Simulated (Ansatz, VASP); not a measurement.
SrCl2 in VASP and in Ansatz

File INCAR:

```
SYSTEM = SrCl2
  PREC = Accurate
  ENCUT = 520
  EDIFF = 1E-6
  ISMEAR = 0
  SIGMA = 0.05
  LREAL = .False.
  LASPH = .True.
  NELM = 60
  ALGO = Normal
  ISIF = 2
  LWAVE = .False.
  LCHARG = .True.
  GGA = PE
  LELF = .True.
  LVHAR = .True.
  NBANDS = 19
```

File KPOINTS:

```
regular mesh
0
Gamma
  6 6 6
  0 0 0
```

The input POSCAR:

```
SrCl2
1.0
    0.0000000000      3.4434877987      3.4992723010
    3.4434877987      0.0000000000      3.4992723010
    3.4434877987      3.4434877987      0.0000000000
Sr Cl
1 2
Direct
    0.0000000000      0.0000000000      0.0000000000
    0.2500000000      0.2500000000      0.2500000000
    0.7500000000      0.7500000000      0.7500000000
```

Input for Ansatz:

```yaml
crystal:
  lattice:
    - [0.0, 3.4434877987, 3.499272301]
    - [3.4434877987, 0.0, 3.499272301]
    - [3.4434877987, 3.4434877987, 0.0]
  atoms:
    - { symbol: Sr, position: [0.0, 0.0, 0.0] }
    - { symbol: Cl, position: [0.25, 0.25, 0.25] }
    - { symbol: Cl, position: [0.75, 0.75, 0.75] }
basis:
  ecutwfc: 420
kpoints:
  mp_grid: { grid: [6, 6, 6] }
hamiltonian:
  xc: pbe
scf:
  occupations: { method: gaussian, width: 0.05 }
output:
  forces: true
  stress: true
  eigenvalues: true
  write_density: true
  write_potential: true
  elf: true
  volumetric_format: npy
```

Alike in both runs: task single point; functional PBE; k mesh 6 × 6 × 6; occupations gaussian, width 0.05 eV; no spin polarisation.

|  | VASP | Ansatz |
| --- | --- | --- |
| version | VASP 6.6.1 | Ansatz 0.2.0 |
| potentials or method | VASP PAW PBE potentials, release 64 (Sr_sv, Cl), cutoff 520 eV | scalar-relativistic, plane waves, PAW |
| valence electrons in the cell | 24 | 24 |

```csv
,VASP,Ansatz,Ansatz less VASP
gap on the k mesh at the Fermi level (eV),5.38,5.39,+0.006
least direct gap on the mesh (eV),5.46,5.46,+0.003
pressure (GPa),2.0,1.9,-0.09
"traceless stress, the component that is largest in VASP (GPa)",-0.57,-0.57,-0.004
```

The functional is the same, so the differences come from potentials, cutoffs and numerics.
